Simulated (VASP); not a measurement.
# Ge (Pm-3m) in VASP: notebook

Runs on Ge. Level: PBE. Tasks: single point, relaxation of cell and atoms.

Everything below comes from runs of VASP 6.6.1. Logs are shortened: lines on timing, memory, paths and dates and some standing lists are left out, and cuts for length are marked.

## 1. The cell of the first run

It takes space group Pm-3m (No. 221, cubic). The conventional cell has a = 2.521 Å, b = 2.521 Å, c = 2.521 Å, α = 90.00°, β = 90.00°, γ = 90.00°. Ge (site symmetry m-3m) has 6 Ge at 2.52 Å within 3.3 Å.

This isn't the form of Ge at room conditions, which is diamond.

## 2. Single point, PBE

File INCAR:

```
SYSTEM = Ge
PREC = Accurate ; ENCUT = 520
EDIFF = 1E-6 ; ISMEAR = -1
SIGMA = 0.05 ; LREAL = .False.
LASPH = .True. ; NELM = 100
ALGO = Normal ; ISIF = 2
LWAVE = .False. ; LCHARG = .True.
GGA = PE ; LELF = .True.
LVHAR = .True. ; NBANDS = 13
```

File KPOINTS:

```
regular mesh
0
Gamma
  15 15 15
  0 0 0
```

File POSCAR:

```
Ge
1.0
    2.5213543122      0.0000000000      0.0000000000
    0.0000000000      2.5213543122      0.0000000000
    0.0000000000      0.0000000000      2.5213543122
Ge
1
Direct
    0.0000000000      0.0000000000      0.0000000000
```

Potentials or basis: VASP PAW PBE potentials, release 64 (Ge_d).

Command:

```console
cat potpaw_PBE.64/Ge_d/POTCAR > POTCAR
mpirun -np 1 vasp_std > vasp.out
```

OUTCAR:

```text
SYSTEM = Ge
   PREC = Accurate
   ENCUT = 520
   EDIFF = 1E-6
   ISMEAR = -1
   LREAL = .False.
   LASPH = .True.
   NELM = 100
   ISIF = 2
   GGA = PE

 ion  position               nearest neighbor table
   1  0.000  0.000  0.000-

  LATTYP: Found a simple cubic cell.
 ALAT       =     2.5213543122

  Lattice vectors:

 A1 = (   2.5213543122,   0.0000000000,   0.0000000000)
 A2 = (   0.0000000000,   2.5213543122,   0.0000000000)
 A3 = (   0.0000000000,   0.0000000000,   2.5213543122)

Analysis of symmetry for initial positions (statically):
=====================================================================
 Subroutine PRICEL returns:
 Original cell was already a primitive cell.

 Routine SETGRP: Setting up the symmetry group for a
 simple cubic supercell.

 Subroutine GETGRP returns: Found 48 space group operations
 (whereof 48 operations were pure point group operations)
 out of a pool of 48 trial point group operations.

The static configuration has the point symmetry O_h .

Analysis of symmetry for dynamics (positions and initial velocities):
=====================================================================
 Subroutine PRICEL returns:
 Original cell was already a primitive cell.

 Routine SETGRP: Setting up the symmetry group for a
 simple cubic supercell.

 Subroutine GETGRP returns: Found 48 space group operations
 (whereof 48 operations were pure point group operations)
 out of a pool of 48 trial point group operations.

The dynamic configuration has the point symmetry O_h .

 Subroutine INISYM returns: Found 48 space group operations
 (whereof 48 operations are pure point group operations),
 and found     1 'primitive' translations

----------------------------------------------------------------------------------------

                                     Primitive cell

  volume of cell :      16.0288

  direct lattice vectors                    reciprocal lattice vectors
     2.521354312  0.000000000  0.000000000     0.396612247  0.000000000  0.000000000
     0.000000000  2.521354312  0.000000000     0.000000000  0.396612247  0.000000000
     0.000000000  0.000000000  2.521354312     0.000000000  0.000000000  0.396612247

  length of vectors
     2.521354312  2.521354312  2.521354312     0.396612247  0.396612247  0.396612247

  position of ions in fractional coordinates (direct lattice)
     0.000000000  0.000000000  0.000000000

  ion indices of the primitive-cell ions
   primitive index   ion index
                 1           1

----------------------------------------------------------------------------------------

 KPOINTS: regular mesh

Automatic generation of k-mesh.
 Grid dimensions read from file:
 generate k-points for:   15   15   15

 Generating k-lattice:

  Cartesian coordinates                     Fractional coordinates (reciprocal lattice)
     0.026440816  0.000000000  0.000000000     0.066666667  0.000000000  0.000000000
     0.000000000  0.026440816  0.000000000     0.000000000  0.066666667  0.000000000
     0.000000000  0.000000000  0.026440816     0.000000000  0.000000000  0.066666667

  Length of vectors
     0.026440816  0.026440816  0.026440816

  Shift w.r.t. Gamma in fractional coordinates (k-lattice)
     0.000000000  0.000000000  0.000000000

 Subroutine IBZKPT returns following result:
 ===========================================

 Found    120 irreducible k-points:

 Following reciprocal coordinates:
            Coordinates               Weight
  0.000000  0.000000  0.000000      1.000000
  0.066667  0.000000  0.000000      6.000000
  0.133333  0.000000  0.000000      6.000000
  0.200000  0.000000  0.000000      6.000000
  0.266667  0.000000  0.000000      6.000000
  0.333333  0.000000  0.000000      6.000000
[... 16 lines left out ...]
  0.266667  0.200000  0.000000     24.000000
  0.333333  0.200000  0.000000     24.000000
 [... further k-points ...]
   k-points           NKPTS =    120   k-points in BZ     NKDIM =    120   number of bands    NBANDS=     13
   number of dos      NEDOS =    301   number of ions     NIONS =      1
   total plane-waves  NPLWV =   8000
   dimension x,y,z NGX =    20 NGY =   20 NGZ =   20
   dimension x,y,z NGXF=    40 NGYF=   40 NGZF=   40
   ions per type =               1
   NGX,Y,Z   is equivalent  to a cutoff of  13.19, 13.19, 13.19 a.u.
   NGXF,Y,Z  is equivalent  to a cutoff of  26.37, 26.37, 26.37 a.u.
 SYSTEM =  Ge
   PREC   = accura    normal or accurate (medium, high low for compatibility)
   ISTART =      0    job   : 0-new  1-cont  2-samecut
   ICHARG =      2    charge: 1-file 2-atom 10-const
   ISPIN  =      1    spin polarized calculation?
   LNONCOLLINEAR =      F non collinear calculations
   LSORBIT =      F    spin-orbit coupling
   LASPH  =      T    aspherical Exc in radial PAW
   ENCUT  =  520.0 eV  38.22 Ry    6.18 a.u.   4.69  4.69  4.69*2*pi/ulx,y,z
   NELM   =    100;   NELMIN=  2; NELMDL= -5     # of ELM steps
   EDIFF  = 0.1E-05   stopping-criterion for ELM
   LREAL  =      F    real-space projection
   EDIFFG = 0.1E-04   stopping-criterion for IOM
   NSW    =      0    number of steps for IOM
   IBRION =     -1    ionic relax: 0-MD 1-quasi-New 2-CG
   NFREE  =      0    steps in history (QN), initial steepest desc. (CG)
   ISIF   =      2    stress and relaxation
   ISYM   =      2    0-nonsym 1-usesym 2-fastsym
   POTIM  = 0.5000    time-step for ionic-motion
   TEBEG  =    0.0;   TEEND  =   0.0 temperature during run
   PSTRESS=    0.0 pullay stress
   NELECT =      14.0000    total number of electrons
   NUPDOWN=      -1.0000    fix difference up-down
   EMIN   =  10.00;   EMAX   =-10.00  energy-range for DOS
   EFERMI =   0.00;   METHOD = LEGACY
   ISMEAR =    -1;   SIGMA  =   0.05  broadening in eV -4-tet -1-fermi 0-gaus
   EFERMI_NEDOS =   21; number of points for ismear=-14 and -15
   IALGO  =     38    algorithm
   IMIX   =      4    mixing-type and parameters
     AMIX     =   0.40;   BMIX     =  1.00
     AMIX_MAG =   1.60;   BMIX_MAG =  1.00
  volume/ion in A,a.u.               =      16.03       108.17
  Fermi-wavevector in a.u.,A,eV,Ry     =   1.564889  2.957212 33.319017  2.448879
  Thomas-Fermi vector in A             =   2.667446
   LORBIT       =      0    0 simple, 1 ext, 2 COOP (PROOUT), +10 PAW based schemes
   GGA     = PE    functional components
   LHFCALC =     F    Hartree Fock is set to
   AEXX    =    0.0000 exact exchange contribution
   IVDW    =     0    specifies the selected vdW correction
   LEPSILON=     F    determine dielectric tensor
   LRPA    =     F    only Hartree local field effects (RPA)
 non-spin polarized calculation
  energy-cutoff  :      520.00
  volume of cell :       16.03
 maximum number of plane-waves:       449
 NGX is ok and might be reduce to    20
   NGX =  9   NGY =  9   NGZ =  9

 number of electron      13.9999990 magnetization

 Free energy of the ion-electron system (eV)
  ---------------------------------------------------
  ext. energy  EPLUGINS =         0.00000000
  ---------------------------------------------------
  free energy    TOTEN  =        -4.03303706 eV

  energy without entropy =       -4.03013077  energy(sigma->0) =       -4.03158391

 E-fermi :   8.4073     XC(G=0): -12.0236

 val. band max:        8.4029765596   @ k =   0.4000   0.4000   0.2667
 cond. band min:       8.4124567263   @ k =   0.2667   0.2667   0.1333
 fundamental gap:      0.0094801668
 Fermi energy:         8.4073399486

 k-point     1 :       0.0000    0.0000    0.0000
  band No.  band energies     occupation
      1     -16.5580      2.00000
      2     -16.5580      2.00000
      3     -16.1106      2.00000
      4     -16.1106      2.00000
      5     -16.1106      2.00000
      6      -6.2505      2.00000
      7      16.2273      0.00000
      8      16.2273      0.00000
      9      16.2273      0.00000
     10      19.3139      0.00000
     11      19.3139      0.00000
     12      23.2559      0.00000
     13      39.9284      0.00000

 k-point     2 :       0.0667    0.0000    0.0000
  band No.  band energies     occupation
      1     -16.5568      2.00000
      2     -16.5436      2.00000
      3     -16.1159      2.00000
      4     -16.1159      2.00000
      5     -16.1102      2.00000
      6      -6.1468      2.00000
      7      14.5742      0.00000
      8      16.3329      0.00000
      9      16.3329      0.00000
     10      19.4025      0.00000
     11      20.6336      0.00000
     12      23.8383      0.00000
     13      38.3209      0.00000

 k-point     3 :       0.1333    0.0000    0.0000
  band No.  band energies     occupation
      1     -16.5533      2.00000
      2     -16.5031      2.00000
      3     -16.1305      2.00000
      4     -16.1305      2.00000
      5     -16.1090      2.00000
      6      -5.8353      2.00000
      7      12.0203      0.00000
      8      16.6459      0.00000
      9      16.6459      0.00000
     10      19.6678      0.00000
     11      21.8331      0.00000
     12      25.9272      0.00000
     13      35.7824      0.00000
[... 305 lines left out ...]
 k-point    23 :       0.2667    0.2000    0.0000
  band No.  band energies     occupation
      1     -16.4746      2.00000
      2     -16.3124      2.00000
      3     -16.2312      2.00000
      4     -16.1721      2.00000
      5     -16.1452      2.00000
      6      -3.6628      2.00000
      7       7.9109      1.99990
      8      11.2631      0.00000
      9      18.7639      0.00000
     10      22.0978      0.00000
     11      23.7276      0.00000
     12      30.2454      0.00000
     13      31.9342      0.00000

 k-point    24 :       0.3333    0.2000    0.0000
  band No.  band energies     occupation
      1     -16.4650      2.00000
      2     -16.2595      2.00000
      3     -16.2490      2.00000
      4     -16.1951      2.00000
      5     -16.1429      2.00000
      6      -2.7487      2.00000
      7       5.7920      2.00000
      8      12.0368      0.00000
      9      19.5633      0.00000
     10      20.7491      0.00000
     11      23.9173      0.00000
     12      29.9604      0.00000
     13      29.9936      0.00000

 [... further k-points ...]

------------------------ aborting loop because EDIFF is reached ----------------------------------------

  FORCE on cell =-STRESS in cart. coord.  units (eV):
  Direction    XX          YY          ZZ          XY          YZ          ZX
  --------------------------------------------------------------------------------------
  -------------------------------------------------------------------------------------
  Total        2.4118199      2.4118199      2.4118199      0.0000000      0.0000000      0.0000000
  in kB      241.0759150    241.0759150    241.0759150      0.0000000      0.0000000      0.0000000
  external PRESSURE =     241.0759150 kB  Pullay stress =       0.0000000 kB

 VOLUME and BASIS-vectors are now :
 -----------------------------------------------------------------------------
  energy-cutoff  :      520.00
  volume of cell :       16.03
      direct lattice vectors                 reciprocal lattice vectors
     2.521354312  0.000000000  0.000000000     0.396612247  0.000000000  0.000000000
     0.000000000  2.521354312  0.000000000     0.000000000  0.396612247  0.000000000
     0.000000000  0.000000000  2.521354312     0.000000000  0.000000000  0.396612247

 POSITION                                       TOTAL-FORCE (eV/Angst)
 -----------------------------------------------------------------------------------
      0.00000      0.00000      0.00000         0.000000      0.000000      0.000000
 -----------------------------------------------------------------------------------
    total drift:                                0.000000      0.000000      0.000000

  FREE ENERGIE OF THE ION-ELECTRON SYSTEM (eV)
  ---------------------------------------------------
  free  energy   TOTEN  =        -4.0330370576 eV

  energy  without entropy=       -4.0301307718  energy(sigma->0) =       -4.03158391
```

It took 31 s on 1 thread of Intel Xeon 8259CL, shared host; peak memory 0.14 GiB.

Results:

| Quantity | Value |
| --- | --- |
| Free energy | -4.0330 eV |
| Pressure | 24.1 GPa |
| Band gap on the k mesh | zero (bands 7 and 8 overlap by 10.57 eV) |

Caveat: the cell stands under pressure.

## 3. Single point, PBE

File INCAR:

```
PREC = Accurate
ENCUT = 520
EDIFF = 1E-6
ISMEAR = -1
SIGMA = 0.05
LREAL = F
LASPH = T
NELM = 80
ALGO = Normal
ISIF = 2
LWAVE = F
LCHARG = F
GGA = PE
NBANDS = 13
```

File KPOINTS:

```
regular mesh
0
Gamma
  15 15 15
```

File POSCAR:

```
Ge
1.0
    2.5216008642      0.0000000000      0.0000000000
    0.0000000000      2.5216008642      0.0000000000
    0.0000000000      0.0000000000      2.5216008642
Ge
1
Direct
    0.0000000000      0.0000000000      0.0000000000
```

Potentials or basis: VASP PAW PBE potentials, release 64 (Ge_d).

Command:

```console
cat potpaw_PBE.64/Ge_d/POTCAR > POTCAR
mpirun -np 1 vasp_std > vasp.out
```

Wall time 32 s (1 thread of Intel Xeon 8259CL, shared host); peak memory 0.14 GiB.

It converged, with:

```yaml
Free_energy: -4.0337 eV
Pressure: 24.1 GPa
Band_gap_on_the_k_mesh: zero (bands 7 and 8 overlap by 10.56 eV)
```

Levels at points of the mesh, in eV from the Fermi level:
```
           k point  band 4  band 5  band 6  band 7  band 8  band 9  band 10  band 11
(0.00, 0.00, 0.00)  -24.52  -24.52  -14.65    7.82    7.82    7.82    10.91    10.91
```

Caveat: the cell stands under pressure.

## 4. Relaxation of cell and atoms, PBE, target pressure 24 GPa, at which the enthalpy is minimised

File INCAR:

```
ALGO = Normal ; EDIFF = 1E-7
EDIFFG = -0.005 ; ENCUT = 600
GGA = PE ; IBRION = 2
ISIF = 3 ; ISMEAR = -1
LASPH = T ; LCHARG = F
LREAL = F ; LWAVE = F
NELM = 60 ; NSW = 32
PREC = Accurate ; PSTRESS = 240.0
SIGMA = 0.05
```

File KPOINTS:

```
k-points
0
Gamma
  15 15 15
```

File POSCAR:

```
Ge
1.0
    2.5213543122      0.0000000000      0.0000000000
    0.0000000000      2.5213543122      0.0000000000
    0.0000000000      0.0000000000      2.5213543122
Ge
1
Direct
    0.0000000000      0.0000000000      0.0000000000
```

Command:

```console
cat potpaw_PBE.64/Ge_d/POTCAR > POTCAR
mpirun -np 1 vasp_std > vasp.out
```

Wall time 61 s (1 thread of Intel Xeon 8259CL, shared host); peak memory 0.14 GiB.

Results (log left out):

- Free energy: -4.0344 eV
- Relaxed volume: 16.04 Å³/atom
- Relaxed cell: a = 2.522 Å, b = 2.522 Å, c = 2.522 Å, α = 90.00°, β = 90.00°, γ = 90.00°
- Space group after relaxing (to 0.1 Å): Pm-3m (No. 221)
- Energy change on relaxing (the run minimises the enthalpy): -1.3 meV/atom
- Ionic steps: 3
- Pressure after relaxing: 24.0 GPa
- Band gap on the k mesh: zero (bands 7 and 8 overlap by 10.56 eV)

The path:
```tsv
step	energy change (eV)	largest force (eV/Å)	pressure (GPa)	volume (Å³)
1	0.0000	0.0000	24.12	16.03
2	-0.0040	0.0000	23.85	16.06
3	-0.0013	0.0000	23.99	16.04
```

Final structure:
```
Ge
1.0
     2.52181    0.00000    0.00000
     0.00000    2.52181    0.00000
     0.00000    0.00000    2.52181
Ge
1
Direct
  0.00000 0.00000 0.00000
```

Levels at points of the mesh, in eV from the Fermi level:
```tsv
k point	band 5	band 6	band 7	band 8	band 9	band 10
(0.00, 0.00, 0.00)	-24.52	-14.65	7.82	7.82	7.82	10.90
```

Caveat: the cell is relaxed towards a set pressure, so the run minimises the enthalpy, not the energy.

## 5. Relaxation of cell and atoms, PBE, target pressure 24 GPa, at which the enthalpy is minimised

This run uses another cell than the first one, of 16.15 Å³/atom.

File INCAR:

```
SYSTEM = Ge
  PREC = Accurate
  ENCUT = 600
  EDIFF = 1E-6
  ISMEAR = -1
  SIGMA = 0.05
  LREAL = .FALSE.
  LASPH = .TRUE.
  NELM = 100
  ALGO = Normal
  ISIF = 3
  LWAVE = .FALSE.
  LCHARG = .FALSE.
  GGA = PE
  IBRION = 2
  NSW = 60
  EDIFFG = -0.005
  PSTRESS = 240.0
```

File KPOINTS:

```
regular mesh
0
G
  15 15 15
  0 0 0
```

File POSCAR:

```
Ge
1.0
    2.5278687061      0.0000000000      0.0000000000
    0.0000000000      2.5278687061      0.0000000000
    0.0000000000      0.0000000000      2.5278687061
Ge
1
Direct
    0.0000000000      0.0000000000      0.0000000000
```

Command:

```console
cat potpaw_PBE.64/Ge_d/POTCAR > POTCAR
mpirun -np 1 vasp_std > vasp.out
```

Wall time 1.7 min (1 thread of Intel Xeon 8259CL, shared host); peak memory 0.15 GiB.

It converged, with:

| Quantity | Value |
| --- | --- |
| Free energy | -4.0346 eV |
| Relaxed volume | 16.04 Å³/atom |
| Relaxed cell | a = 2.522 Å, b = 2.522 Å, c = 2.522 Å, α = 90.00°, β = 90.00°, γ = 90.00° |
| Space group after relaxing (to 0.1 Å) | Pm-3m (No. 221) |
| Energy change on relaxing (the run minimises the enthalpy) | +16.8 meV/atom |
| Ionic steps | 9 |
| Pressure after relaxing | 24.0 GPa |
| Band gap on the k mesh | zero (bands 7 and 8 overlap by 10.56 eV) |

The path:
```tsv
step	energy change (eV)	largest force (eV/Å)	pressure (GPa)	volume (Å³)
1	0.0000	0.0000	22.85	16.15
2	0.0407	0.0000	25.60	15.88
3	0.0166	0.0000	24.15	16.04
4	0.0147	0.0000	23.87	16.05
5	0.0156	0.0000	23.87	16.05
6	0.0161	0.0000	23.92	16.04
7	0.0163	0.0000	23.90	16.04
8	0.0167	0.0000	23.95	16.04
9	0.0168	0.0000	23.99	16.04
```

Final structure:
```cif
data_structure
_symmetry_space_group_name_H-M 'P 1'
_symmetry_Int_Tables_number 1
_cell_length_a 2.5219
_cell_length_b 2.5219
_cell_length_c 2.5219
_cell_angle_alpha 90.000
_cell_angle_beta 90.000
_cell_angle_gamma 90.000
_cell_volume 16.04
loop_
_atom_site_label
_atom_site_type_symbol
_atom_site_fract_x
_atom_site_fract_y
_atom_site_fract_z
_atom_site_occupancy
Ge1 Ge 0.00000 0.00000 0.00000 1
```

Levels at points of the mesh, in eV from the Fermi level:
| k point | band 4 | band 5 | band 6 | band 7 | band 8 | band 9 | band 10 | band 11 |
| --- | --- | --- | --- | --- | --- | --- | --- | --- |
| (0.00, 0.00, 0.00) | -24.52 | -24.52 | -14.65 | 7.82 | 7.82 | 7.82 | 10.90 | 10.90 |

Caveat: the cell is relaxed towards a set pressure, so the run minimises the enthalpy, not the energy.

## 6. Overview

| task | cell | cutoff (eV) | gap on the mesh (eV) | pressure (GPa) |
| --- | --- | --- | --- | --- |
| single point | a = 2.521 Å, 1 atom | 520 | none | 24.1 |
| single point | a = 2.522 Å, 1 atom | 520 | none | 24.1 |
| relaxation of cell and atoms | relaxed to 24 GPa from a = 2.521 Å, 1 atom | 600 | none | 24.0 |
| relaxation of cell and atoms | relaxed to 24 GPa from a = 2.528 Å, 1 atom | 600 | none | 24.0 |

Alike in all rows: level PBE; potentials or basis VASP PAW PBE potentials, release 64 (Ge_d); no spin polarisation; k mesh 15 × 15 × 15; smearing fermi-dirac 0.05 eV.

Caveats: the cell stands under pressure (at least some runs); the cell is relaxed towards a set pressure, so the run minimises the enthalpy, not the energy (at least some runs).

Absolute energies hang on the potentials; compare differences alone.
